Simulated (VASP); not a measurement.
# Sc3B2P (P6/mmm) in VASP: a series of runs

Sc3B2P is run at these levels: PBE; tasks: single point, relaxation of cell and atoms.

Everything below comes from runs of VASP 6.6.1. Logs are shortened: lines on timing, memory, paths and dates and some standing lists are left out, and cuts for length are marked.

## (1) The cell of the first run

Symmetry: P6/mmm, No. 191, hexagonal system. Conventional cell: a = 5.570 Å, b = 5.570 Å, c = 3.269 Å, α = 90.00°, β = 90.00°, γ = 120.00°. Sc (site symmetry mmm) has 4 B at 2.29 Å and 4 Sc at 2.78 Å within 3.0 Å. Within 3.0 Å of B (site symmetry -6m2) lie 6 Sc at 2.29 Å. Within 4.2 Å of P (site symmetry 6/mmm) lie 6 B at 3.22 Å and 12 Sc at 3.23 Å and 2 P at 3.27 Å.

The cell was generated, and may not be a known phase.

## (2) Single point, PBE

Input file INCAR:

```
ALGO = Normal
EDIFF = 1E-6
ENCUT = 520
GGA = PE
ISIF = 2
ISMEAR = 0
LASPH = T
LCHARG = F
LREAL = F
LWAVE = F
NBANDS = 31
NELM = 100
PREC = Accurate
SIGMA = 0.1
```

Input file KPOINTS:

```
k-points
0
Gamma
  6 6 6
```

Input file POSCAR:

```
Sc3B2P
1.0
    5.5696072600      0.0000000000      0.0000000000
   -2.7848036300      4.8234213800      0.0000000000
    0.0000000000      0.0000000000      3.2689025200
Sc B P
3 2 1
Direct
    0.0000000000      0.5000000000      0.0000000000
    0.5000000000      0.5000000000      0.0000000000
    0.5000000000      0.0000000000      0.0000000000
    0.6666666700      0.3333333300      0.5000000000
    0.3333333300      0.6666666700      0.5000000000
    0.0000000000      0.0000000000      0.5000000000
```

Potentials or basis: VASP PAW PBE potentials, release 64 (Sc_sv, B, P).

The run is started by

```sh
$ cat potpaw_PBE.64/Sc_sv/POTCAR potpaw_PBE.64/B/POTCAR potpaw_PBE.64/P/POTCAR > POTCAR
$ mpirun -np 1 vasp_std > vasp.out
```

OUTCAR:

```text
EDIFF = 1E-6
   ENCUT = 520
   GGA = PE
   ISIF = 2
   ISMEAR = 0
   LASPH = T
   LREAL = F
   NELM = 100
   PREC = Accurate

 ion  position               nearest neighbor table
   1  0.000  0.500  0.000-   4 2.29   5 2.29   4 2.29   5 2.29   2 2.78   2 2.78   3 2.78   3 2.78

   2  0.500  0.500  0.000-   4 2.29   5 2.29   4 2.29   5 2.29   1 2.78   1 2.78   3 2.78   3 2.78

   3  0.500  0.000  0.000-   4 2.29   5 2.29   4 2.29   5 2.29   1 2.78   2 2.78   2 2.78   1 2.78

   4  0.667  0.333  0.500-   1 2.29   1 2.29   3 2.29   3 2.29   2 2.29   2 2.29
   5  0.333  0.667  0.500-   1 2.29   1 2.29   3 2.29   3 2.29   2 2.29   2 2.29
   6  0.000  0.000  0.500-

  LATTYP: Found a hexagonal cell.
 ALAT       =     5.5696072600
 C/A-ratio  =     0.5869179580

  Lattice vectors:

 A1 = (   5.5696072600,   0.0000000000,   0.0000000000)
 A2 = (  -2.7848036300,   4.8234213800,   0.0000000000)
 A3 = (   0.0000000000,   0.0000000000,   3.2689025200)

Analysis of symmetry for initial positions (statically):
=====================================================================
 Subroutine PRICEL returns:
 Original cell was already a primitive cell.

 Routine SETGRP: Setting up the symmetry group for a
 hexagonal supercell.

 Subroutine GETGRP returns: Found 24 space group operations
 (whereof 24 operations were pure point group operations)
 out of a pool of 24 trial point group operations.

The static configuration has the point symmetry D_6h.

Analysis of symmetry for dynamics (positions and initial velocities):
=====================================================================
 Subroutine PRICEL returns:
 Original cell was already a primitive cell.

 Routine SETGRP: Setting up the symmetry group for a
 hexagonal supercell.

 Subroutine GETGRP returns: Found 24 space group operations
 (whereof 24 operations were pure point group operations)
 out of a pool of 24 trial point group operations.

The dynamic configuration has the point symmetry D_6h.

 Subroutine INISYM returns: Found 24 space group operations
 (whereof 24 operations are pure point group operations),
 and found     1 'primitive' translations

----------------------------------------------------------------------------------------

                                     Primitive cell

  volume of cell :      87.8176

  direct lattice vectors                    reciprocal lattice vectors
     5.569607260  0.000000000  0.000000000     0.179545873  0.103660858  0.000000000
    -2.784803630  4.823421380  0.000000000     0.000000000  0.207321717  0.000000000
     0.000000000  0.000000000  3.268902520     0.000000000  0.000000000  0.305913068

  length of vectors
     5.569607260  5.569607263  3.268902520     0.207321717  0.207321717  0.305913068

  position of ions in fractional coordinates (direct lattice)
     0.000000000  0.500000000  0.000000000
     0.500000000  0.500000000  0.000000000
     0.500000000  0.000000000  0.000000000
     0.666666670  0.333333330  0.500000000
     0.333333330  0.666666670  0.500000000
     0.000000000  0.000000000  0.500000000

  ion indices of the primitive-cell ions
   primitive index   ion index
                 1           1
                 2           2
                 3           3
                 4           4
                 5           5
                 6           6

----------------------------------------------------------------------------------------

 KPOINTS: k-points

Automatic generation of k-mesh.
 Grid dimensions read from file:
 generate k-points for:    6    6    6

 Generating k-lattice:

  Cartesian coordinates                     Fractional coordinates (reciprocal lattice)
     0.029924312  0.017276810  0.000000000     0.166666667  0.000000000  0.000000000
     0.000000000  0.034553619  0.000000000     0.000000000  0.166666667  0.000000000
     0.000000000  0.000000000  0.050985511     0.000000000  0.000000000  0.166666667

  Length of vectors
     0.034553619  0.034553619  0.050985511

  Shift w.r.t. Gamma in fractional coordinates (k-lattice)
     0.000000000  0.000000000  0.000000000

 Subroutine IBZKPT returns following result:
 ===========================================

 Found     28 irreducible k-points:

 Following reciprocal coordinates:
            Coordinates               Weight
  0.000000  0.000000  0.000000      1.000000
  0.166667  0.000000  0.000000      6.000000
  0.333333 -0.000000  0.000000      6.000000
  0.500000  0.000000  0.000000      3.000000
  0.166667  0.166667  0.000000      6.000000
  0.333333  0.166667  0.000000     12.000000
[... 16 lines left out ...]
  0.166667  0.000000  0.500000      6.000000
  0.333333 -0.000000  0.500000      6.000000
 [... further k-points ...]
   k-points           NKPTS =     28   k-points in BZ     NKDIM =     28   number of bands    NBANDS=     31
   number of dos      NEDOS =    301   number of ions     NIONS =      6
   total plane-waves  NPLWV =  42336
   dimension x,y,z NGX =    42 NGY =   42 NGZ =   24
   dimension x,y,z NGXF=    84 NGYF=   84 NGZF=   48
   ions per type =               3   2   1
   NGX,Y,Z   is equivalent  to a cutoff of  12.54, 12.54, 12.21 a.u.
   NGXF,Y,Z  is equivalent  to a cutoff of  25.07, 25.07, 24.41 a.u.
 SYSTEM =  unknown system
   PREC   = accura    normal or accurate (medium, high low for compatibility)
   ISTART =      0    job   : 0-new  1-cont  2-samecut
   ICHARG =      2    charge: 1-file 2-atom 10-const
   ISPIN  =      1    spin polarized calculation?
   LNONCOLLINEAR =      F non collinear calculations
   LSORBIT =      F    spin-orbit coupling
   LASPH  =      T    aspherical Exc in radial PAW
   ENCUT  =  520.0 eV  38.22 Ry    6.18 a.u.  10.36 10.36  6.08*2*pi/ulx,y,z
   NELM   =    100;   NELMIN=  2; NELMDL= -5     # of ELM steps
   EDIFF  = 0.1E-05   stopping-criterion for ELM
   LREAL  =      F    real-space projection
[... 7 lines left out ...]
   TEBEG  =    0.0;   TEEND  =   0.0 temperature during run
   PSTRESS=    0.0 pullay stress
   NELECT =      44.0000    total number of electrons
   NUPDOWN=      -1.0000    fix difference up-down
   EMIN   =  10.00;   EMAX   =-10.00  energy-range for DOS
   EFERMI =   0.00;   METHOD = LEGACY
   ISMEAR =     0;   SIGMA  =   0.10  broadening in eV -4-tet -1-fermi 0-gaus
   EFERMI_NEDOS =   21; number of points for ismear=-14 and -15
   IALGO  =     38    algorithm
   IMIX   =      4    mixing-type and parameters
     AMIX     =   0.40;   BMIX     =  1.00
     AMIX_MAG =   1.60;   BMIX_MAG =  1.00
  volume/ion in A,a.u.               =      14.64        98.77
  Fermi-wavevector in a.u.,A,eV,Ry     =   1.300265  2.457144 23.003214  1.690689
  Thomas-Fermi vector in A             =   2.431475
   LORBIT       =      0    0 simple, 1 ext, 2 COOP (PROOUT), +10 PAW based schemes
   GGA     = PE    functional components
   LHFCALC =     F    Hartree Fock is set to
   AEXX    =    0.0000 exact exchange contribution
   IVDW    =     0    specifies the selected vdW correction
   LEPSILON=     F    determine dielectric tensor
   LRPA    =     F    only Hartree local field effects (RPA)
 non-spin polarized calculation
 Gauss-broadening in eV      SIGMA  =   0.10
  energy-cutoff  :      520.00
  volume of cell :       87.82
 maximum number of plane-waves:      2388
 NGX is ok and might be reduce to    42
   NGX = 21   NGY = 21   NGZ = 13

 number of electron      43.9999988 magnetization

 Free energy of the ion-electron system (eV)
  ---------------------------------------------------
  ext. energy  EPLUGINS =         0.00000000
  ---------------------------------------------------
  free energy    TOTEN  =       -35.24479333 eV

  energy without entropy =      -35.22863937  energy(sigma->0) =      -35.23671635

 E-fermi :   5.5910     XC(G=0): -11.0373

 val. band max:        5.5880435884   @ k =   0.5000   0.0000   0.1667
 cond. band min:       5.6530618515   @ k =   0.3333   0.1667   0.0000
 fundamental gap:      0.0650182630
 Fermi energy:         5.5910328610

 k-point     1 :       0.0000    0.0000    0.0000
  band No.  band energies     occupation
      1     -42.9609      2.00000
      2     -42.7641      2.00000
      3     -42.7641      2.00000
      4     -22.2691      2.00000
      5     -22.0101      2.00000
      6     -22.0101      2.00000
[... 23 lines left out ...]
     30       9.0415      0.00000
     31       9.2757      0.00000

 k-point     2 :       0.1667    0.0000    0.0000
  band No.  band energies     occupation
      1     -42.9495      2.00000
      2     -42.7760      2.00000
      3     -42.7642      2.00000
      4     -22.2096      2.00000
      5     -21.9994      2.00000
      6     -21.9714      2.00000
[... 23 lines left out ...]
     30       8.8265      0.00000
     31       9.4432      0.00000

 k-point     3 :       0.3333   -0.0000    0.0000
  band No.  band energies     occupation
      1     -42.9199      2.00000
      2     -42.8064      2.00000
      3     -42.7643      2.00000
      4     -22.1036      2.00000
      5     -21.9142      2.00000
      6     -21.8673      2.00000
[... 23 lines left out ...]
     30       9.3057      0.00000
     31       9.5401      0.00000

 k-point     4 :       0.5000    0.0000    0.0000
  band No.  band energies     occupation
      1     -42.8961      2.00000
      2     -42.8307      2.00000
      3     -42.7643      2.00000
      4     -22.0775      2.00000
      5     -21.7630      2.00000
      6     -21.7477      2.00000
[... 635 lines left out ...]
     30       9.3485      0.00000
     31       9.5680      0.00000

 k-point    23 :       0.1667    0.0000    0.5000
  band No.  band energies     occupation
      1     -42.9250      2.00000
      2     -42.7537      2.00000
      3     -42.7421      2.00000
      4     -22.1595      2.00000
      5     -21.9621      2.00000
      6     -21.9354      2.00000
[... 23 lines left out ...]
     30       9.3447      0.00000
     31       9.6293      0.00000

 k-point    24 :       0.3333   -0.0000    0.5000
  band No.  band energies     occupation
      1     -42.8958      2.00000
      2     -42.7838      2.00000
      3     -42.7421      2.00000
      4     -22.0574      2.00000
      5     -21.8761      2.00000
      6     -21.8353      2.00000
[... 23 lines left out ...]
     30       9.0068      0.00000
     31       9.3153      0.00000

 [... further k-points ...]

------------------------ aborting loop because EDIFF is reached ----------------------------------------

  FORCE on cell =-STRESS in cart. coord.  units (eV):
  Direction    XX          YY          ZZ          XY          YZ          ZX
  --------------------------------------------------------------------------------------
  -------------------------------------------------------------------------------------
  Total       13.9025067     13.9025068      6.0807201      0.0000000     -0.0000000      0.0000000
  in kB      253.6424564    253.6424568    110.9388986      0.0000000     -0.0000000      0.0000000
  external PRESSURE =     206.0746040 kB  Pullay stress =       0.0000000 kB

 VOLUME and BASIS-vectors are now :
 -----------------------------------------------------------------------------
  energy-cutoff  :      520.00
  volume of cell :       87.82
      direct lattice vectors                 reciprocal lattice vectors
     5.569607260  0.000000000  0.000000000     0.179545873  0.103660858  0.000000000
    -2.784803630  4.823421380  0.000000000     0.000000000  0.207321717  0.000000000
     0.000000000  0.000000000  3.268902520     0.000000000  0.000000000  0.305913068

 POSITION                                       TOTAL-FORCE (eV/Angst)
 -----------------------------------------------------------------------------------
     -1.39240      2.41171      0.00000         0.000000      0.000000      0.000000
      1.39240      2.41171      0.00000         0.000000      0.000000      0.000000
      2.78480      0.00000      0.00000         0.000000      0.000000      0.000000
      2.78480      1.60781      1.63445         0.000000      0.000000     -0.000000
     -0.00000      3.21561      1.63445        -0.000000     -0.000000      0.000000
      0.00000      0.00000      1.63445         0.000000      0.000000      0.000000
 -----------------------------------------------------------------------------------
    total drift:                               -0.000000     -0.000000     -0.000000

  FREE ENERGIE OF THE ION-ELECTRON SYSTEM (eV)
  ---------------------------------------------------
  free  energy   TOTEN  =       -35.2447933313 eV

  energy  without entropy=      -35.2286393682  energy(sigma->0) =      -35.23671635
```

Run time: 96 s. Hardware: 1 thread of Oxide Virtual Turin-like, shared host; peak memory 0.2 GiB.

Results:

| Property | Result |
| --- | --- |
| Free energy | -35.2448 eV |
| Pressure | 20.6 GPa |
| Band gap on the k mesh | zero (bands 22 and 23 overlap by 0.77 eV) |

Levels at points of the mesh, in eV from the Fermi level:
```
           k point  band 18  band 19  band 20  band 21  band 22  band 23  band 24  band 25  band 26  band 27
(0.00, 0.00, 0.00)    -3.01    -3.01    -1.94    -0.54     0.64     0.64     1.14     1.69     2.25     2.25
(0.50, 0.00, 0.00)    -1.08    -0.75    -0.60    -0.33    -0.02     0.07     0.23     0.71     2.29     2.65
(0.00, 0.00, 0.50)    -3.47    -3.47    -0.01    -0.01     0.42     0.42     0.42     1.16     1.16     3.42
(0.50, 0.00, 0.50)    -2.92    -1.38    -1.15    -0.82    -0.81     0.24     1.31     1.35     1.67     2.19
```

Caveat: the stress differs along the axes, from 11 to 25 GPa.

## (3) Single point, PBE

This run uses another cell than the first one, of 17.82 Å³/atom.

Input file INCAR:

```
SYSTEM = Sc3B2P
ALGO = Fast
EDIFF = 1E-7
ENCUT = 520
GGA = PE
ISIF = 2
ISMEAR = 0
LASPH = .TRUE.
LCHARG = .TRUE.
LELF = .TRUE.
LREAL = .FALSE.
LVHAR = .TRUE.
LWAVE = .FALSE.
NBANDS = 31
NELM = 80
PREC = Accurate
SIGMA = 0.1
```

Input file KPOINTS:

```
k-points
0
G
  6 6 12
  0 0 0
```

Input file POSCAR:

```
Sc3B2P
1.0
    6.3780293311      0.0000000000      0.0000000000
   -3.1890146656      5.5235354268      0.0000000000
    0.0000000000      0.0000000000      3.0342979486
Sc B P
3 2 1
Direct
    0.0000000000      0.5000000000      0.0000000000
    0.5000000000      0.5000000000      0.0000000000
    0.5000000000      0.0000000000      0.0000000000
    0.6666666667      0.3333333333      0.5000000000
    0.3333333333      0.6666666667      0.5000000000
    0.0000000000      0.0000000000      0.5000000000
```

Potentials or basis: VASP PAW PBE potentials, release 64 (Sc_sv, B, P).

The run is started by

```sh
$ cat potpaw_PBE.64/Sc_sv/POTCAR potpaw_PBE.64/B/POTCAR potpaw_PBE.64/P/POTCAR > POTCAR
$ mpirun -np 1 vasp_std > vasp.out
```

Run time: 5.7 min. Hardware: 1 thread of Oxide Virtual Turin-like, shared host; peak memory 0.28 GiB.

It converged, with:

* Free energy: -36.7356 eV
* Pressure: 0.2 GPa
* Band gap on the k mesh: zero (bands 22 and 23 overlap by 1.23 eV)

Levels at points of the mesh, in eV from the Fermi level:
```
           k point  band 20  band 21  band 22  band 23  band 24  band 25
(0.00, 0.00, 0.00)    -0.08     0.01     0.59     0.59     1.23     1.68
(0.50, 0.00, 0.00)    -0.98    -0.63     0.35     0.61     1.35     1.44
(0.00, 0.00, 0.50)    -0.77     0.07     0.07     0.35     0.35     0.90
(0.50, 0.00, 0.50)    -1.27    -1.04    -1.01     0.55     0.87     1.55
```

## (4) Relaxation of cell and atoms, PBE

This run uses another cell than the first one, of 17.84 Å³/atom.

Input file INCAR:

```
PREC = Accurate
ENCUT = 600
EDIFF = 1E-6
ISMEAR = 0
SIGMA = 0.1
LREAL = False
LASPH = True
NELM = 60
ALGO = Fast
ISIF = 3
LWAVE = False
LCHARG = False
GGA = PE
IBRION = 2
NSW = 100
EDIFFG = -0.01
```

Input file KPOINTS:

```
Automatic mesh
0
Gamma
  6 6 12
```

POSCAR, as its differences from that of step 3:

```diff
@@ -2,5 +2,5 @@
 1.0
-    6.3780293311      0.0000000000      0.0000000000
-   -3.1890146656      5.5235354268      0.0000000000
-    0.0000000000      0.0000000000      3.0342979486
+    6.3986066419      0.0000000000      0.0000000000
+   -3.1993033210      5.5413559007      0.0000000000
+    0.0000000000      0.0000000000      3.0195776158
 Sc B P
```

The run is started by

```sh
$ cat potpaw_PBE.64/Sc_sv/POTCAR potpaw_PBE.64/B/POTCAR potpaw_PBE.64/P/POTCAR > POTCAR
$ mpirun -np 1 vasp_std > vasp.out
```

It took 13 min on 1 thread of Oxide Virtual Turin-like, shared host; peak memory 0.34 GiB.

Results (log left out):

```
Free energy                           : -36.7378 eV
Relaxed volume                        : 17.88 Å³/atom
Relaxed cell                          : a = 6.389 Å, b = 6.389 Å, c = 3.034 Å, α = 90.00°, β = 90.00°, γ = 120.00°
Space group after relaxing (to 0.1 Å) : P6/mmm (No. 191)
Energy gained by relaxing             : 0.2 meV/atom
Ionic steps                           : 4
Pressure after relaxing               : 0.0 GPa
Band gap on the k mesh                : zero (bands 22 and 23 overlap by 1.23 eV)
```

Stress tensor (GPa, compression positive):
```
-0.07  0.00  0.00
 0.00 -0.07  0.00
 0.00  0.00  0.02
```

Step by step:
```
step  energy change (eV)  largest force (eV/Å)  pressure (GPa)  volume (Å³)
   1              0.0000                0.0000            0.20       107.07
   2             -0.0008                0.0000           -0.12       107.40
   3             -0.0008                0.0000           -0.16       107.46
   4             -0.0011                0.0000           -0.04       107.26
```

Final structure:
```yaml
crystal:
  lattice:
    - [6.38897, 0.00000, 0.00000]
    - [-3.19449, 5.53301, 0.00000]
    - [0.00000, 0.00000, 3.03423]
  atoms:
    - { symbol: Sc, position: [0.00000, 0.50000, 0.00000] }
    - { symbol: Sc, position: [0.50000, 0.50000, 0.00000] }
    - { symbol: Sc, position: [0.50000, 0.00000, 0.00000] }
    - { symbol: B, position: [0.66667, 0.33333, 0.50000] }
    - { symbol: B, position: [0.33333, 0.66667, 0.50000] }
    - { symbol: P, position: [0.00000, 0.00000, 0.50000] }
```

Levels at points of the mesh, in eV from the Fermi level:
```csv
k point,band 20,band 21,band 22,band 23,band 24,band 25
"(0.00, 0.00, 0.00)",-0.08,0.02,0.59,0.59,1.22,1.67
"(0.50, 0.00, 0.00)",-0.98,-0.64,0.35,0.62,1.34,1.45
"(0.00, 0.00, 0.50)",-0.78,0.07,0.07,0.35,0.35,0.91
"(0.50, 0.00, 0.50)",-1.27,-1.04,-1.01,0.55,0.88,1.55
```

## (5) The runs side by side

| task | cell | k mesh | cutoff (eV) | gap on the mesh (eV) | pressure (GPa) |
| --- | --- | --- | --- | --- | --- |
| single point | a = 5.570, b = 5.570, c = 3.269 Å, angles 90.0, 90.0, 120.0°, 6 atoms | 6 × 6 × 6 | 520 | none | 20.6 |
| single point | a = 6.378, b = 6.378, c = 3.034 Å, angles 90.0, 90.0, 120.0°, 6 atoms | 6 × 6 × 12 | 520 | none | 0.2 |
| relaxation of cell and atoms | relaxed from a = 6.399, b = 6.399, c = 3.020 Å, angles 90.0, 90.0, 120.0°, 6 atoms | 6 × 6 × 12 | 600 | none | 0.0 |

Alike in all rows: level PBE; potentials or basis VASP PAW PBE potentials, release 64 (Sc_sv, B, P); no spin polarisation; smearing gaussian 0.1 eV.

Caveats: the stress differs along the axes, from 11 to 25 GPa (at least some runs).

Total energies depend on the potentials used, so only differences within one code and one set of settings carry meaning.

The gap in the log of VASP goes by the Fermi energy; the results here count the filled bands.